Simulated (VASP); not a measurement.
Runs of VASP 6.6.1 on Hf. The structure is that of space group P6_3/mmc (No. 194), or close to it. The cells are those of the table. 

| cell | gap on the mesh (eV) | pressure (GPa) |
| --- | --- | --- |
| a = 3.093, b = 3.093, c = 5.068 Å, angles 90.0, 90.0, 120.0°, 2 atoms | none | (b) |
| a = 3.093, b = 3.093, c = 5.473 Å, angles 90.0, 90.0, 120.0°, 2 atoms | none | -0.9 |
| a = 3.093, b = 3.093, c = 4.662 Å, angles 90.0, 90.0, 120.0°, 2 atoms | none | 21.5 |
| a = 2.981, b = 2.981, c = 5.270 Å, angles 90.0, 90.0, 120.0°, 2 atoms | none | (a) |
| a = 3.205, b = 3.205, c = 4.662 Å, angles 90.0, 90.0, 120.0°, 2 atoms | none | 10.5 |

Alike in all rows: task single point; level PBE; potentials or basis VASP PAW PBE potentials, release 64 (Hf_pv); no spin polarisation; k mesh 18 × 18 × 10; cutoff (eV) 500; smearing gaussian 0.15 eV.

**Question.** Fill in the values left out.

**Answer.** (a) 12.9; (b) 8.1.

Caveats: spin-orbit coupling is left out, which moves the levels of the heavy elements; the cell stands under pressure (at least some runs); the stress differs along the axes, from -9 to 3 GPa (at least some runs); the stress differs along the axes, from 18 to 28 GPa (at least some runs); the stress differs along the axes, from 4 to 18 GPa (at least some runs); the stress differs along the axes, from 6 to 19 GPa (at least some runs).

A k mesh can miss the band edges, and the runs leave out spin-orbit coupling on Hf.

A gap of «none» marks levels without a gap at the run's occupations.
